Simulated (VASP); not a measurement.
Eu:

```
CELL_PARAMETERS angstrom
4.10676 0.00000 0.00000
-2.05338 3.55656 0.00000
0.00000 0.00000 6.70771
ATOMIC_POSITIONS crystal
Eu 0.33333 0.66667 0.75000
Eu 0.66667 0.33333 0.25000
```

This isn't the form of Eu at room conditions, which is bcc.

```yaml
Program: VASP 6.6.1
Task: relaxation of cell and atoms
Functional: PBE
Potentials_or_basis: VASP PAW PBE potentials, release 64 (Eu)
Cutoff: 600 eV
k_mesh: 12 × 12 × 6
Occupations: gaussian, width 0.05 eV
Spin: collinear spin, ferromagnetic start
Starting_moments: "[7.0, 7.0] μB"
```

At the start: pressure -1.9 GPa; volume 48.99 Å³/atom.

Task: Where does the relaxation end?

Result: Over 9 steps the energy falls by 52.6 meV/atom and the volume is 41.51 Å³/atom (-15.3 %); space group P6_3/mmc (No. 194, to 0.1 Å) before and after; moment 15.14 μB per cell.

The path:
| step | energy change (eV) | largest force (eV/Å) | pressure (GPa) | volume (Å³) |
| --- | --- | --- | --- | --- |
| 1 | 0.0000 | 0.0000 | -1.92 | 97.97 |
| 2 | -0.0791 | 0.0000 | -1.10 | 89.87 |
| 3 | -0.1049 | 0.0000 | -0.13 | 83.50 |
| 4 | -0.1051 | 0.0000 | 0.03 | 82.69 |
| 5 | -0.1051 | 0.0000 | 0.01 | 82.98 |
| 6 | -0.1051 | 0.0000 | -0.03 | 83.00 |
| 7 | -0.1051 | 0.0000 | -0.03 | 83.05 |
| 8 | -0.1052 | 0.0000 | -0.02 | 83.03 |
| 9 | -0.1052 | 0.0000 | -0.02 | 83.02 |

Final structure:
```
Eu
1.0
     3.90921    0.00000    0.00000
    -1.95460    3.38547    0.00000
     0.00000    0.00000    6.27263
Eu
2
Cartesian
  0.0000 2.2570 4.7045
  1.9546 1.1285 1.5682
```

Caveat: the volume moved by over 15 % at a fixed basis, so the end points are rough; semilocal functionals describe open f shells poorly, which spoils levels, moments and volumes.
